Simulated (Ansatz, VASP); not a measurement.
## Two plane-wave programs on WS2

```
W S
1.0
     3.15379    0.00000    0.00000
    -1.57689    2.73126    0.00000
     0.00000    0.00000   12.14329
W S
2 4
Direct
  0.33333 0.66667 0.25000
  0.66667 0.33333 0.75000
  0.33333 0.66667 0.62031
  0.66667 0.33333 0.12031
  0.33333 0.66667 0.87969
  0.66667 0.33333 0.37969
```

Alike in both runs: task relaxation of cell and atoms; functional PBEsol; k mesh 12 × 12 × 4; occupations gaussian, width 0.02 eV; no spin polarisation.

|  | VASP | Ansatz |
| --- | --- | --- |
| version | VASP 6.6.1 | Ansatz 0.2.0 |
| potentials or method | VASP PAW PBE potentials, release 64 (W_sv, S), cutoff 600 eV | scalar-relativistic, plane waves, PAW |
| valence electrons in the cell | 52 | 52 |

Ansatz gave:

```
gap on the k mesh at the Fermi level, each at its own relaxed structure (eV) : 1.10
relaxed volume (Å³/atom)                                                     : 18.13
relaxed cell length with the largest relative difference (Å)                 : 12.690
```

Task: Estimate VASP's values.

Result: gap on the k mesh at the Fermi level, each at its own relaxed structure (eV): 1.11; relaxed volume (Å³/atom): 18.12; relaxed cell length with the largest relative difference (Å): 12.682.

VASP's potentials were made for PBE, not for PBEsol.

Neither program's run includes spin-orbit coupling.
